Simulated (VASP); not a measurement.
# Sn (Im-3m) in VASP: a series of runs

Runs on Sn. Level: r2SCAN. Tasks: single point.

All numbers are computed with VASP 6.6.1; they aren't measurements. Logs are shortened: lines on timing, memory, paths and dates and some standing lists are left out, and cuts for length are marked.

## (1) The cell of the first run

Symmetry: Im-3m, No. 229, cubic system. The conventional cell has a = 3.783 Å, b = 3.783 Å, c = 3.783 Å, α = 90.00°, β = 90.00°, γ = 90.00°. Sn (site symmetry m-3m) has 14 Sn at 3.28 to 3.78 Å within 4.3 Å.

## (2) Single point, r2SCAN

POSCAR

```
Sn
1.0
   -1.8912857998      1.8912857998      1.8912857998
    1.8912857998     -1.8912857998      1.8912857998
    1.8912857998      1.8912857998     -1.8912857998
Sn
1
Direct
    0.0000000000      0.0000000000      0.0000000000
```

INCAR.step1

```
SYSTEM = Sn
ALGO = Normal
EDIFF = 1E-4
ENCUT = 520
GGA = PE
ISMEAR = 0
LASPH = .True.
LCHARG = .False.
LREAL = .False.
LWAVE = .True.
NBANDS = 13
NELM = 100
PREC = Accurate
SIGMA = 0.15
```

INCAR.step2

```
SYSTEM = Sn
ALGO = Normal
EDIFF = 1E-6
ENCUT = 520
ISIF = 2
ISMEAR = 0
ISTART = 1
LASPH = .True.
LCHARG = .False.
LMIXTAU = .True.
LREAL = .False.
LWAVE = .False.
METAGGA = R2SCAN
NBANDS = 13
NELM = 100
PREC = Accurate
SIGMA = 0.15
```

KPOINTS

```
k-points
0
Gamma
  22 22 22
  0 0 0
```

Potentials or basis: VASP PAW PBE potentials, release 64 (Sn_d).

Run with:

```
cat potpaw_PBE.64/Sn_d/POTCAR > POTCAR
cp INCAR.step1 INCAR
mpirun -np 1 vasp_std > vasp.out
cp INCAR.step2 INCAR
mpirun -np 1 vasp_std > vasp.out
```

OUTCAR:

```text
SYSTEM = Sn
   EDIFF = 1E-6
   ENCUT = 520
   ISIF = 2
   ISMEAR = 0
   ISTART = 1
   LASPH = .True.
   LREAL = .False.
   METAGGA = R2SCAN
   NELM = 100
   PREC = Accurate

 ion  position               nearest neighbor table
   1  0.000  0.000  0.000-

  LATTYP: Found a body centered cubic cell.
 ALAT       =     3.7825715996

  Lattice vectors:

 A1 = (  -1.8912857998,   1.8912857998,   1.8912857998)
 A2 = (   1.8912857998,  -1.8912857998,   1.8912857998)
 A3 = (   1.8912857998,   1.8912857998,  -1.8912857998)

Analysis of symmetry for initial positions (statically):
=====================================================================
 Subroutine PRICEL returns:
 Original cell was already a primitive cell.

 Routine SETGRP: Setting up the symmetry group for a
 body centered cubic supercell.

 Subroutine GETGRP returns: Found 48 space group operations
 (whereof 48 operations were pure point group operations)
 out of a pool of 48 trial point group operations.

The static configuration has the point symmetry O_h .

Analysis of symmetry for dynamics (positions and initial velocities):
=====================================================================
 Subroutine PRICEL returns:
 Original cell was already a primitive cell.

 Routine SETGRP: Setting up the symmetry group for a
 body centered cubic supercell.

 Subroutine GETGRP returns: Found 48 space group operations
 (whereof 48 operations were pure point group operations)
 out of a pool of 48 trial point group operations.

The dynamic configuration has the point symmetry O_h .

 Subroutine INISYM returns: Found 48 space group operations
 (whereof 48 operations are pure point group operations),
 and found     1 'primitive' translations

----------------------------------------------------------------------------------------

                                     Primitive cell

  volume of cell :      27.0602

  direct lattice vectors                    reciprocal lattice vectors
    -1.891285800  1.891285800  1.891285800     0.000000000  0.264370409  0.264370409
     1.891285800 -1.891285800  1.891285800     0.264370409  0.000000000  0.264370409
     1.891285800  1.891285800 -1.891285800     0.264370409  0.264370409  0.000000000

  length of vectors
     3.275803097  3.275803097  3.275803097     0.373876218  0.373876218  0.373876218

  position of ions in fractional coordinates (direct lattice)
     0.000000000  0.000000000  0.000000000

  ion indices of the primitive-cell ions
   primitive index   ion index
[... 75 lines left out ...]
   EDIFFG = 0.1E-04   stopping-criterion for IOM
   NSW    =      0    number of steps for IOM
   IBRION =     -1    ionic relax: 0-MD 1-quasi-New 2-CG
   NFREE  =      0    steps in history (QN), initial steepest desc. (CG)
   ISIF   =      2    stress and relaxation
   ISYM   =      2    0-nonsym 1-usesym 2-fastsym
   POTIM  = 0.5000    time-step for ionic-motion
   TEBEG  =    0.0;   TEEND  =   0.0 temperature during run
   PSTRESS=    0.0 pullay stress
   NELECT =      14.0000    total number of electrons
   NUPDOWN=      -1.0000    fix difference up-down
   EMIN   =  10.00;   EMAX   =-10.00  energy-range for DOS
   EFERMI =   0.00;   METHOD = LEGACY
   ISMEAR =     0;   SIGMA  =   0.15  broadening in eV -4-tet -1-fermi 0-gaus
   EFERMI_NEDOS =   21; number of points for ismear=-14 and -15
   IALGO  =     38    algorithm
   IMIX   =      4    mixing-type and parameters
     AMIX     =   0.40;   BMIX     =  1.00
     AMIX_MAG =   1.60;   BMIX_MAG =  1.00
  volume/ion in A,a.u.               =      27.06       182.61
  Fermi-wavevector in a.u.,A,eV,Ry     =   1.314237  2.483548 23.500239  1.727219
  Thomas-Fermi vector in A             =   2.444504
   LORBIT       =      0    0 simple, 1 ext, 2 COOP (PROOUT), +10 PAW based schemes
   METAGGA = R2SCAN    functional components
   LHFCALC =     F    Hartree Fock is set to
   AEXX    =    0.0000 exact exchange contribution
   IVDW    =     0    specifies the selected vdW correction
   LEPSILON=     F    determine dielectric tensor
   LRPA    =     F    only Hartree local field effects (RPA)
 non-spin polarized calculation
 Gauss-broadening in eV      SIGMA  =   0.15
  energy-cutoff  :      520.00
  volume of cell :       27.06
 maximum number of plane-waves:       739
   NGX = 13   NGY = 13   NGZ = 13

 number of electron      13.9999993 magnetization

 Free energy of the ion-electron system (eV)
  ---------------------------------------------------
  ext. energy  EPLUGINS =         0.00000000
  ---------------------------------------------------
  free energy    TOTEN  =       -24.50374473 eV

  energy without entropy =      -24.49806518  energy(sigma->0) =      -24.50090496

 E-fermi :   8.0843     XC(G=0): -11.2866

 val. band max:        8.0727771534   @ k =   0.2727   0.2273   0.0000
 cond. band min:       8.0943846600   @ k =  -0.2727   0.3636   0.1364
 fundamental gap:      0.0216075066
 Fermi energy:         8.0842508202

 k-point     1 :       0.0000    0.0000    0.0000
  band No.  band energies     occupation
      1     -14.1866      2.00000
      2     -14.1865      2.00000
      3     -14.1865      2.00000
      4     -14.0318      2.00000
      5     -14.0318      2.00000
      6      -3.5993      2.00000
      7      16.5638      0.00000
      8      16.5638      0.00000
      9      16.5638      0.00000
     10      21.0069      0.00000
     11      21.0070      0.00000
     12      21.0070      0.00000
     13      21.3428      0.00000
[... 354 lines left out ...]
  band No.  band energies     occupation
      1     -14.1959      2.00000
      2     -14.1728      2.00000
      3     -14.1044      2.00000
      4     -14.0491      2.00000
      5     -14.0348      2.00000
      6      -2.6882      2.00000
      7      11.8810      0.00000
      8      13.5505      0.00000
      9      15.0646      0.00000
     10      18.6799      0.00000
     11      19.1654      0.00000
     12      20.7362      0.00000
     13      23.1052      0.00000

 [... further k-points ...]
[... 5 lines left out ...]
  --------------------------------------------------------------------------------------
  -------------------------------------------------------------------------------------
  Total       -0.0504680     -0.0504680     -0.0504680      0.0000000     -0.0000000      0.0000000
  in kB       -2.9880997     -2.9880997     -2.9880997      0.0000000     -0.0000000      0.0000000
  external PRESSURE =      -2.9880997 kB  Pullay stress =       0.0000000 kB

 VOLUME and BASIS-vectors are now :
 -----------------------------------------------------------------------------
  energy-cutoff  :      520.00
  volume of cell :       27.06
      direct lattice vectors                 reciprocal lattice vectors
    -1.891285800  1.891285800  1.891285800     0.000000000  0.264370409  0.264370409
     1.891285800 -1.891285800  1.891285800     0.264370409  0.000000000  0.264370409
     1.891285800  1.891285800 -1.891285800     0.264370409  0.264370409  0.000000000

 POSITION                                       TOTAL-FORCE (eV/Angst)
 -----------------------------------------------------------------------------------
      0.00000      0.00000      0.00000         0.000000      0.000000     -0.000000
 -----------------------------------------------------------------------------------
    total drift:                               -0.000000      0.000000      0.000000

  FREE ENERGIE OF THE ION-ELECTRON SYSTEM (eV)
  ---------------------------------------------------
  free  energy   TOTEN  =       -24.5037447337 eV

  energy  without entropy=      -24.4980651798  energy(sigma->0) =      -24.50090496
```

OUTCAR.step1:

```text
SYSTEM = Sn
   EDIFF = 1E-4
   ENCUT = 520
   GGA = PE
   ISMEAR = 0
   LASPH = .True.
[... 601 lines left out ...]
 -----------------------------------------------------------------------------------
      0.00000      0.00000      0.00000         0.000000      0.000000     -0.000000
 -----------------------------------------------------------------------------------
    total drift:                               -0.000000      0.000000      0.000000

  FREE ENERGIE OF THE ION-ELECTRON SYSTEM (eV)
  ---------------------------------------------------
  free  energy   TOTEN  =        -3.7752742247 eV

  energy  without entropy=       -3.7689956132  energy(sigma->0) =       -3.77213492
```

OSZICAR.step1:

```text
N       E                     dE             d eps       ncg     rms          rms(c)
DAV:   1     0.807704753171E+02    0.80770E+02   -0.72026E+03  8728   0.162E+03
DAV:   2     0.182349902181E+01   -0.78947E+02   -0.76517E+02  9153   0.341E+02
DAV:   3    -0.367241437639E+01   -0.54959E+01   -0.54760E+01 10207   0.732E+01
DAV:   4    -0.378468972840E+01   -0.11228E+00   -0.11225E+00 10056   0.111E+01
DAV:   5    -0.378855780738E+01   -0.38681E-02   -0.38680E-02 10984   0.201E+00    0.134E+00
DAV:   6    -0.377862975586E+01    0.99281E-02   -0.10559E-02 10872   0.177E+00    0.741E-01
DAV:   7    -0.377540254283E+01    0.32272E-02   -0.68971E-03 10710   0.137E+00    0.100E-01
DAV:   8    -0.377527436550E+01    0.12818E-03   -0.68017E-04 10461   0.433E-01    0.231E-02
DAV:   9    -0.377527422475E+01    0.14076E-06   -0.91796E-06  5574   0.421E-02
   1 F= -.37752742E+01 E0= -.37721349E+01  d E =-.627861E-02
```

It used 430 s of CPU time on 1 thread of AMD EPYC 7R13 Processor (Zen 3), on a shared host.

Results:

```yaml
Free_energy: -24.5037 eV
Pressure: -0.3 GPa
Band_gap_on_the_k_mesh: zero (band 7 reaches 16.56 eV, above the bottom of band 8 at 5.51 eV)
```

Caveat: the PAW data sets were made with another functional, which shifts forces and pressure a little; spin-orbit coupling is left out, which moves the levels of the heavy elements.

## (3) Single point, r2SCAN

This run uses another cell than the first one, of 27.20 Å³/atom, 1.005 times its volume.

POSCAR

```
Sn
1.0
   -1.8946518192      1.8946518192      1.8946518192
    1.8946518192     -1.8946518192      1.8946518192
    1.8946518192      1.8946518192     -1.8946518192
Sn
1
Direct
    0.0000000000      0.0000000000      0.0000000000
```

INCAR.step1

```
SYSTEM = Sn
  ALGO = Normal
  EDIFF = 1E-5
  ENCUT = 550
  GGA = PE
  GGA_COMPAT = .FALSE.
  ISMEAR = 0
  LASPH = .TRUE.
  LCHARG = .FALSE.
  LREAL = .FALSE.
  LWAVE = .TRUE.
  NBANDS = 13
  NELM = 120
  PREC = Accurate
  SIGMA = 0.1
```

INCAR.step2

```
SYSTEM = Sn
  ALGO = Normal
  EDIFF = 1E-6
  ENCUT = 550
  GGA_COMPAT = .FALSE.
  ISIF = 2
  ISMEAR = 0
  ISTART = 1
  LASPH = .TRUE.
  LCHARG = .FALSE.
  LMIXTAU = .TRUE.
  LREAL = .FALSE.
  LWAVE = .FALSE.
  METAGGA = R2SCAN
  NBANDS = 13
  NELM = 120
  PREC = Accurate
  SIGMA = 0.1
```

KPOINTS

```
k-points
0
G
  6 6 6
  0 0 0
```

Potentials or basis: VASP PAW PBE potentials, release 64 (Sn_d).

Run with:

```
cat potpaw_PBE.64/Sn_d/POTCAR > POTCAR
cp INCAR.step1 INCAR
mpirun -np 1 vasp_std > vasp.out
cp INCAR.step2 INCAR
mpirun -np 1 vasp_std > vasp.out
```

Wall time 35 s (1 thread of Intel Xeon Platinum 8259CL at 2.50GHz (Skylake/Cascade Lake), shared host); peak memory 0.16 GiB.

The run converged. Its results:

```yaml
Free_energy: -24.5299 eV
Pressure: -0.4 GPa
Band_gap_on_the_k_mesh: zero (band 7 reaches 16.45 eV, above the bottom of band 8 at 5.41 eV)
```

Levels at points of the mesh, in eV from the Fermi level:
```tsv
k point	band 4	band 5	band 6	band 7	band 8	band 9	band 10	band 11
(0.00, 0.00, 0.00)	-22.18	-22.18	-11.72	8.35	8.35	8.35	12.84	12.84
(0.50, 0.00, 0.00)	-22.19	-22.09	-6.72	-4.76	3.67	5.78	8.49	8.55
(0.50, 0.50, 0.50)	-22.12	-22.12	-2.40	-0.66	-0.66	-0.66	4.11	4.11
```

Caveat: the k points lie up to 0.39 Å⁻¹ apart; the PAW data sets were made with another functional, which shifts forces and pressure a little; spin-orbit coupling is left out, which moves the levels of the heavy elements.
